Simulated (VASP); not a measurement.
CoSi2, 3 atoms in the cell. Symmetry: Fm-3m, No. 225, cubic system. The conventional cell has a = 5.313 Å, b = 5.313 Å, c = 5.313 Å, α = 90.00°, β = 90.00°, γ = 90.00°. Within 3.0 Å of Co (site symmetry m-3m) lie 8 Si at 2.30 Å. Si (site symmetry -43m) has 4 Co at 2.30 Å and 6 Si at 2.66 Å within 3.0 Å. 

```yaml
Program: VASP 6.6.1
Task: single point
Functional: LDA
Potentials_or_basis: VASP PAW LDA potentials, release 64 (Co, Si)
Cutoff: 600 eV
k_mesh: 6 × 6 × 6
Occupations: gaussian, width 0.1 eV
Spin: no spin polarisation
Dipole_correction: no
Further_INCAR_settings: ALGO = Normal; EDIFF = 1e-06; NBANDS = 16
```

Potentials or basis: VASP PAW LDA potentials, release 64 (Co, Si).

Command:

```sh
$ cat potpaw_LDA.64/Co/POTCAR potpaw_LDA.64/Si/POTCAR > POTCAR
$ mpirun -np 1 vasp_std > vasp.out
```

Hardware: 1 thread of Intel Xeon 8259CL, on a shared host.

Task: How long does it take, and how much memory?

Result: Wall time 26 s on 1 thread of Intel Xeon 8259CL, with other jobs on the host, peak memory 0.15 GiB. Counts: scf iterations 13, k points 16.
